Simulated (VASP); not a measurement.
# BN (P1) in VASP: further runs

Runs on BN. Level: PBE. Tasks: single point.

Everything below comes from runs of VASP 6.6.1. Logs are shortened: lines on timing, memory, paths and dates and some standing lists are left out, and cuts for length are marked.

## (1) The cell of the first run

The typed cell holds 8 atoms: a = 3.731 Å, b = 3.493 Å, c = 3.810 Å, α = 86.68°, β = 88.50°, γ = 91.49°.

## (2) Single point, PBE (atoms moved at random and the cell strained at random)

The input, INCAR:

```
SYSTEM = BN
ALGO = Normal
EDIFF = 1E-6
ENCUT = 520
GGA = PE
ISIF = 2
ISMEAR = 0
LASPH = .TRUE.
LCHARG = .FALSE.
LREAL = .FALSE.
LWAVE = .FALSE.
NBANDS = 26
NELM = 80
PREC = Accurate
SIGMA = 0.05
```

The input, KPOINTS:

```
k-points
0
G
  6 6 6
  0 0 0
```

The input, POSCAR:

```
BN
1.0
    3.7308504497      0.0475881217     -0.0500430582
   -0.0475881217     -3.4911382997     -0.1058250179
    0.0500430582     -0.1058250179     -3.8077774649
B N
4 4
Direct
   -0.0275994757      0.0397318246      0.0411569298
    0.4150553612      0.4965793342      0.0527066065
    0.4916823158      0.0058200236      0.4386477736
    0.0999237951      0.4800730296      0.5531587388
    0.7481799877      0.7775477286      0.7211283283
    0.1976179521      0.1955606666      0.7612737419
    0.2814524278      0.7376465565      0.2097750717
    0.7936876359      0.2670408364      0.2221528094
```

Potentials or basis: VASP PAW PBE potentials, release 64 (B, N).

Launch:

```
cat potpaw_PBE.64/B/POTCAR potpaw_PBE.64/N/POTCAR > POTCAR
mpirun -np 1 vasp_std > vasp.out
```

OUTCAR:

```text
SYSTEM = BN
   EDIFF = 1E-6
   ENCUT = 520
   GGA = PE
   ISIF = 2
   ISMEAR = 0
   LASPH = .TRUE.
   LREAL = .FALSE.
   NELM = 80
   PREC = Accurate

 ion  position               nearest neighbor table
   1  0.972  0.040  0.041-   8 1.27   6 1.41   7 1.70   5 1.78
   2  0.415  0.497  0.053-   7 1.17   8 1.76   6 1.77   5 1.95
   3  0.492  0.006  0.439-   7 1.53   8 1.61   5 1.64   6 1.79
   4  0.100  0.480  0.553-   6 1.30   7 1.66   5 1.82   8 1.89
   5  0.748  0.778  0.721-   3 1.64   1 1.78   4 1.82   2 1.95
   6  0.198  0.196  0.761-   4 1.30   1 1.41   2 1.77   3 1.79
   7  0.281  0.738  0.210-   2 1.17   3 1.53   4 1.66   1 1.70
   8  0.794  0.267  0.222-   1 1.27   3 1.61   2 1.76   4 1.89

  LATTYP: Found a triclinic cell.
 ALAT       =     5.0446758134
 B/A-ratio  =     0.7396886648
 C/A-ratio  =     1.0536831991
 COS(alpha) =     0.0017058446
 COS(beta)  =     0.4850049640
 COS(gamma) =     0.7217125552

  Lattice vectors:

 A1 = (  -3.6832623280,   3.4435501780,   0.1558680761)
 A2 = (  -3.7308504497,  -0.0475881217,   0.0500430582)
 A3 = (  -0.0024549365,   3.5969633176,   3.9136024828)

Analysis of symmetry for initial positions (statically):
=====================================================================
 Subroutine PRICEL returns:
 Original cell was already a primitive cell.

 Routine SETGRP: Setting up the symmetry group for a
 triclinic supercell.

 Subroutine GETGRP returns: Found  1 space group operations
 (whereof  1 operations were pure point group operations)
 out of a pool of  2 trial point group operations.

The static configuration has the point symmetry C_1 .

Analysis of symmetry for dynamics (positions and initial velocities):
=====================================================================
 Subroutine PRICEL returns:
 Original cell was already a primitive cell.

 Routine SETGRP: Setting up the symmetry group for a
 triclinic supercell.

 Subroutine GETGRP returns: Found  1 space group operations
 (whereof  1 operations were pure point group operations)
 out of a pool of  2 trial point group operations.

The dynamic configuration has the point symmetry C_1 .

 Subroutine INISYM returns: Found  1 space group operations
 (whereof  1 operations are pure point group operations),
 and found     1 'primitive' translations

----------------------------------------------------------------------------------------

                                     Primitive cell

  volume of cell :      49.5363

  direct lattice vectors                    reciprocal lattice vectors
     3.730850450  0.047588122 -0.050043058     0.268132095 -0.003764930  0.003628514
    -0.047588122 -3.491138300 -0.105825018     0.003764930 -0.286733902  0.008018333
     0.050043058 -0.105825018 -3.807777465    -0.003628514  0.008018333 -0.262890920

  length of vectors
     3.731489517  3.493066016  3.809576415     0.268183074  0.286870700  0.263038202

  position of ions in fractional coordinates (direct lattice)
     0.972400524  0.039731825  0.041156930
     0.415055361  0.496579334  0.052706607
     0.491682316  0.005820024  0.438647774
     0.099923795  0.480073030  0.553158739
     0.748179988  0.777547729  0.721128328
     0.197617952  0.195560667  0.761273742
     0.281452428  0.737646557  0.209775072
     0.793687636  0.267040836  0.222152809

  ion indices of the primitive-cell ions
   primitive index   ion index
                 1           1
                 2           2
                 3           3
                 4           4
                 5           5
                 6           6
                 7           7
                 8           8

----------------------------------------------------------------------------------------

 KPOINTS: k-points

Automatic generation of k-mesh.
 Grid dimensions read from file:
 generate k-points for:    6    6    6

 Generating k-lattice:

  Cartesian coordinates                     Fractional coordinates (reciprocal lattice)
     0.044688683 -0.000627488  0.000604752     0.166666667 -0.000000000  0.000000000
     0.000627488 -0.047788984  0.001336389    -0.000000000  0.166666667 -0.000000000
    -0.000604752  0.001336389 -0.043815153     0.000000000 -0.000000000  0.166666667

  Length of vectors
     0.044697179  0.047811783  0.043839700

  Shift w.r.t. Gamma in fractional coordinates (k-lattice)
     0.000000000  0.000000000  0.000000000

 Subroutine IBZKPT returns following result:
 ===========================================

 Found    112 irreducible k-points:

 Following reciprocal coordinates:
            Coordinates               Weight
  0.000000  0.000000  0.000000      1.000000
  0.166667  0.000000  0.000000      2.000000
  0.333333  0.000000  0.000000      2.000000
  0.500000  0.000000  0.000000      1.000000
 -0.000000  0.166667 -0.000000      2.000000
  0.166667  0.166667 -0.000000      2.000000
[... 16 lines left out ...]
  0.333333  0.000000  0.166667      2.000000
  0.500000  0.000000  0.166667      2.000000
 [... further k-points ...]
   k-points           NKPTS =    112   k-points in BZ     NKDIM =    112   number of bands    NBANDS=     26
   number of dos      NEDOS =    301   number of ions     NIONS =      8
   total plane-waves  NPLWV =  21952
   dimension x,y,z NGX =    28 NGY =   28 NGZ =   28
   dimension x,y,z NGXF=    56 NGYF=   56 NGZF=   56
   ions per type =               4   4
   NGX,Y,Z   is equivalent  to a cutoff of  12.47, 13.33, 12.22 a.u.
   NGXF,Y,Z  is equivalent  to a cutoff of  24.95, 26.65, 24.44 a.u.
 SYSTEM =  BN
   PREC   = accura    normal or accurate (medium, high low for compatibility)
   ISTART =      0    job   : 0-new  1-cont  2-samecut
   ICHARG =      2    charge: 1-file 2-atom 10-const
   ISPIN  =      1    spin polarized calculation?
   LNONCOLLINEAR =      F non collinear calculations
   LSORBIT =      F    spin-orbit coupling
   LASPH  =      T    aspherical Exc in radial PAW
   ENCUT  =  520.0 eV  38.22 Ry    6.18 a.u.   6.94  6.49  7.08*2*pi/ulx,y,z
   NELM   =     80;   NELMIN=  2; NELMDL= -5     # of ELM steps
   EDIFF  = 0.1E-05   stopping-criterion for ELM
   LREAL  =      F    real-space projection
   EDIFFG = 0.1E-04   stopping-criterion for IOM
   NSW    =      0    number of steps for IOM
   IBRION =     -1    ionic relax: 0-MD 1-quasi-New 2-CG
   NFREE  =      0    steps in history (QN), initial steepest desc. (CG)
   ISIF   =      2    stress and relaxation
   ISYM   =      2    0-nonsym 1-usesym 2-fastsym
   POTIM  = 0.5000    time-step for ionic-motion
   TEBEG  =    0.0;   TEEND  =   0.0 temperature during run
   PSTRESS=    0.0 pullay stress
   NELECT =      32.0000    total number of electrons
   NUPDOWN=      -1.0000    fix difference up-down
   EMIN   =  10.00;   EMAX   =-10.00  energy-range for DOS
   EFERMI =   0.00;   METHOD = LEGACY
   ISMEAR =     0;   SIGMA  =   0.05  broadening in eV -4-tet -1-fermi 0-gaus
   EFERMI_NEDOS =   21; number of points for ismear=-14 and -15
   IALGO  =     38    algorithm
   IMIX   =      4    mixing-type and parameters
     AMIX     =   0.40;   BMIX     =  1.00
     AMIX_MAG =   1.60;   BMIX_MAG =  1.00
  volume/ion in A,a.u.               =       6.19        41.79
  Fermi-wavevector in a.u.,A,eV,Ry     =   1.415197  2.674335 27.249510  2.002782
  Thomas-Fermi vector in A             =   2.536660
   LORBIT       =      0    0 simple, 1 ext, 2 COOP (PROOUT), +10 PAW based schemes
   GGA     = PE    functional components
   LHFCALC =     F    Hartree Fock is set to
   AEXX    =    0.0000 exact exchange contribution
   IVDW    =     0    specifies the selected vdW correction
   LEPSILON=     F    determine dielectric tensor
   LRPA    =     F    only Hartree local field effects (RPA)
 non-spin polarized calculation
 Gauss-broadening in eV      SIGMA  =   0.05
  energy-cutoff  :      520.00
  volume of cell :       49.54
 maximum number of plane-waves:      1347
   NGX = 13   NGY = 13   NGZ = 15

 number of electron      31.9999998 magnetization

 Free energy of the ion-electron system (eV)
  ---------------------------------------------------
  ext. energy  EPLUGINS =         0.00000000
  ---------------------------------------------------
  free energy    TOTEN  =       -58.10236278 eV

  energy without entropy =      -58.10196923  energy(sigma->0) =      -58.10216600

 E-fermi :   8.2822     XC(G=0): -12.5937

 val. band max:        8.2761512441   @ k =  -0.0000   0.1667  -0.0000
 cond. band min:       8.3426015175   @ k =   0.5000   0.5000   0.5000
 fundamental gap:      0.0664502734
 Fermi energy:         8.2821611074

 k-point     1 :       0.0000    0.0000    0.0000
  band No.  band energies     occupation
      1     -13.7162      2.00000
      2      -9.8275      2.00000
      3      -8.5866      2.00000
      4      -5.7817      2.00000
      5      -3.3759      2.00000
      6      -2.2145      2.00000
[... 18 lines left out ...]
     25      17.1980      0.00000
     26      18.7158      0.00000

 k-point     2 :       0.1667    0.0000    0.0000
  band No.  band energies     occupation
      1     -13.5558      2.00000
      2      -9.9287      2.00000
      3      -8.8400      2.00000
      4      -5.8871      2.00000
      5      -3.1714      2.00000
      6      -2.2297      2.00000
[... 18 lines left out ...]
     25      17.6378      0.00000
     26      18.6658      0.00000

 k-point     3 :       0.3333    0.0000    0.0000
  band No.  band energies     occupation
      1     -13.1409      2.00000
      2     -10.4272      2.00000
      3      -9.1208      2.00000
      4      -5.9143      2.00000
      5      -2.7974      2.00000
      6      -2.0984      2.00000
[... 18 lines left out ...]
     25      18.3738      0.00000
     26      18.7723      0.00000

 k-point     4 :       0.5000    0.0000    0.0000
  band No.  band energies     occupation
      1     -12.8348      2.00000
      2     -10.8557      2.00000
      3      -9.1632      2.00000
      4      -5.8800      2.00000
      5      -2.5838      2.00000
      6      -2.0131      2.00000
[... 18 lines left out ...]
     25      18.4765      0.00000
     26      18.6851      0.00000

 k-point     5 :      -0.0000    0.1667   -0.0000
  band No.  band energies     occupation
      1     -13.5014      2.00000
      2     -10.0664      2.00000
      3      -8.5882      2.00000
      4      -6.0388      2.00000
      5      -3.2352      2.00000
      6      -2.0613      2.00000
[... 18 lines left out ...]
     25      17.4135      0.00000
     26      19.0122      0.00000

 k-point     6 :       0.1667    0.1667   -0.0000
  band No.  band energies     occupation
      1     -13.3267      2.00000
      2     -10.1441      2.00000
      3      -8.8630      2.00000
      4      -6.1342      2.00000
      5      -3.0648      2.00000
      6      -2.2497      2.00000
[... 427 lines left out ...]
 k-point    21 :       0.0000   -0.0000    0.1667
  band No.  band energies     occupation
      1     -13.5471      2.00000
      2     -10.0968      2.00000
      3      -8.6783      2.00000
      4      -5.9424      2.00000
      5      -2.9179      2.00000
      6      -2.0634      2.00000
[... 18 lines left out ...]
     25      17.5170      0.00000
     26      18.7443      0.00000

 k-point    22 :       0.1667    0.0000    0.1667
  band No.  band energies     occupation
      1     -13.3954      2.00000
      2     -10.1310      2.00000
      3      -8.8913      2.00000
      4      -6.1187      2.00000
      5      -2.8609      2.00000
      6      -1.9730      2.00000
[... 18 lines left out ...]
     25      17.6605      0.00000
     26      18.7822      0.00000

 k-point    23 :       0.3333    0.0000    0.1667
  band No.  band energies     occupation
      1     -12.9917      2.00000
      2     -10.4243      2.00000
      3      -9.2737      2.00000
      4      -6.2183      2.00000
      5      -2.7922      2.00000
      6      -1.9490      2.00000
[... 18 lines left out ...]
     25      17.9886      0.00000
     26      18.9283      0.00000

 k-point    24 :       0.5000    0.0000    0.1667
  band No.  band energies     occupation
      1     -12.6854      2.00000
      2     -10.7723      2.00000
      3      -9.3947      2.00000
      4      -6.1748      2.00000
      5      -2.8103      2.00000
      6      -1.9182      2.00000
[... 18 lines left out ...]
     25      18.3223      0.00000
     26      18.8980      0.00000

 [... further k-points ...]

------------------------ aborting loop because EDIFF is reached ----------------------------------------

  FORCE on cell =-STRESS in cart. coord.  units (eV):
  Direction    XX          YY          ZZ          XY          YZ          ZX
  --------------------------------------------------------------------------------------
  -------------------------------------------------------------------------------------
  Total        3.0170613     26.8201360      7.9344016      4.1496434      1.9127567      9.4018987
  in kB       97.5822716    867.4566236    256.6261869    134.2139230     61.8652161    304.0901553
  external PRESSURE =     407.2216940 kB  Pullay stress =       0.0000000 kB

 VOLUME and BASIS-vectors are now :
 -----------------------------------------------------------------------------
  energy-cutoff  :      520.00
  volume of cell :       49.54
      direct lattice vectors                 reciprocal lattice vectors
     3.730850450  0.047588122 -0.050043058     0.268132095 -0.003764930  0.003628514
    -0.047588122 -3.491138300 -0.105825018     0.003764930 -0.286733902  0.008018333
     0.050043058 -0.105825018 -3.807777465    -0.003628514  0.008018333 -0.262890920

 POSITION                                       TOTAL-FORCE (eV/Angst)
 -----------------------------------------------------------------------------------
      3.62805     -0.09679     -0.20958         1.617266      8.631834      7.491405
      1.52752     -1.71945     -0.27402        13.530387     11.648999     13.640586
      1.85607     -0.04334     -1.69549         4.616899      1.602277     -4.142446
      0.37764     -1.72978     -2.16211        -8.489587     -6.602129      4.713448
      2.79043     -2.75524     -2.86562        -1.014531      2.426812     -0.909393
      0.76607     -0.75389     -2.92935         7.593892     -1.159812     -0.702349
      1.02545     -2.58403     -0.89092        -9.072339    -12.367028    -13.248743
      2.95954     -0.91802     -0.91389        -8.781988     -4.180954     -6.842509
 -----------------------------------------------------------------------------------
    total drift:                               -0.000227     -0.000331     -0.000437

  FREE ENERGIE OF THE ION-ELECTRON SYSTEM (eV)
  ---------------------------------------------------
  free  energy   TOTEN  =       -58.1023627774 eV

  energy  without entropy=      -58.1019692289  energy(sigma->0) =      -58.10216600
```

Run time: 3.9 min. Hardware: 1 thread of Intel Xeon 8259CL, shared host; peak memory 0.22 GiB.

What came out:

| Item | Value |
| --- | --- |
| Free energy | -58.1024 eV |
| Pressure | 40.7 GPa |
| Largest force | 22.469 eV/Å |
| Band gap on the k mesh | zero (bands 16 and 17 overlap by 0.07 eV) |

Forces on the atoms (eV/Å):
```
B     1.617   8.632   7.491
B    13.530  11.649  13.641
B     4.617   1.602  -4.142
B    -8.490  -6.602   4.713
N    -1.015   2.427  -0.909
N     7.594  -1.160  -0.702
N    -9.072 -12.367 -13.249
N    -8.782  -4.181  -6.843
```

Caveat: the cell differs from its parent crystal (atoms moved at random and the cell strained at random); the stress differs along the axes, from 10 to 87 GPa; semilocal functionals underestimate gaps, and a narrow one can read as zero; forces of over 1 eV/Å act on the atoms, so gaps and moduli don't describe the material at rest.

## (3) Single point, PBE (atoms moved at random and the cell strained at random)

The input, INCAR:

```
PREC = Accurate ; ENCUT = 520
EDIFF = 1E-6 ; ISMEAR = 0
SIGMA = 0.05 ; LREAL = False
LASPH = True ; NELM = 100
ALGO = Normal ; ISIF = 2
LWAVE = False ; LCHARG = False
GGA = PE ; NBANDS = 26
```

The input, KPOINTS:

```
Automatic mesh
0
Gamma
  6 6 6
```

The input, POSCAR:

```
BN
1.0
    3.4733644006      0.0634214199     -0.0266418804
   -0.0634214199     -3.5472410640      0.0189065018
    0.0266418804      0.0189065018     -3.3591847350
B N
4 4
Direct
    0.0040603486     -0.0051128577     -0.0114822703
    0.5102002699      0.5412828922      0.0193769898
    0.5058066800     -0.0407701018      0.5263965172
   -0.0250444784      0.4995246048      0.5311044414
    0.7618840711      0.7358372297      0.7113946524
    0.2157036152      0.2838809326      0.7544116645
    0.2295579907      0.7304932461      0.2108117250
    0.7978315028      0.2548640541      0.2579862799
```

Potentials or basis: VASP PAW PBE potentials, release 64 (B, N).

Launch:

```
cat potpaw_PBE.64/B/POTCAR potpaw_PBE.64/N/POTCAR > POTCAR
mpirun -np 1 vasp_std > vasp.out
```

Run time: 3.5 min. Hardware: 1 thread of Intel Xeon 8259CL, shared host; peak memory 0.21 GiB.

The run converged. Its results:

```yaml
Free_energy: -63.1838 eV
Pressure: 94.7 GPa
Largest_force: 11.605 eV/Å
Band_gap_on_the_k_mesh: 1.73 eV
```

Forces in eV/Å, atoms in the order of the input:
```
B    0.257 -2.258 -0.666
B    0.785  7.269  2.789
B   -3.382 -6.744  5.664
B    6.523  4.057  7.185
N   -5.195 -5.724 -8.657
N    7.880  5.498 -1.001
N    2.127 -5.284 -6.617
N   -8.996  3.187  1.304
```

Stress tensor (GPa, compression positive):
```
 93.47   9.29  14.88
  9.29  81.09  15.90
 14.88  15.90 109.54
```

Levels at points of the mesh, in eV from the valence-band top:
| k point | band 14 | band 15 | band 16 | band 17 | band 18 | band 19 |
| --- | --- | --- | --- | --- | --- | --- |
| (0.00, 0.00, 0.00) | -2.03 | -0.14 | 0.00 | 1.73 | 3.57 | 5.16 |
| (0.50, 0.00, 0.00) | -4.33 | -3.01 | -2.40 | 5.32 | 5.60 | 8.11 |
| (0.00, 0.50, 0.00) | -4.18 | -2.78 | -2.11 | 5.44 | 5.78 | 6.77 |
| (0.50, 0.50, 0.00) | -4.02 | -3.07 | -1.44 | 5.57 | 7.82 | 8.88 |
| (0.00, 0.00, 0.50) | -3.86 | -3.64 | -2.72 | 5.12 | 5.71 | 8.17 |
| (0.50, 0.00, 0.50) | -3.64 | -2.09 | -0.96 | 7.36 | 7.64 | 8.88 |
| (0.00, 0.50, 0.50) | -3.42 | -2.72 | -1.47 | 7.18 | 7.36 | 8.71 |
| (0.50, 0.50, 0.50) | -2.07 | -1.21 | -0.61 | 7.11 | 7.45 | 8.42 |

Caveat: the cell differs from its parent crystal (atoms moved at random and the cell strained at random); the stress differs along the axes, from 81 to 110 GPa; forces of over 1 eV/Å act on the atoms, so gaps and moduli don't describe the material at rest.

The gap in the log of VASP goes by the Fermi energy; the results here count the filled bands.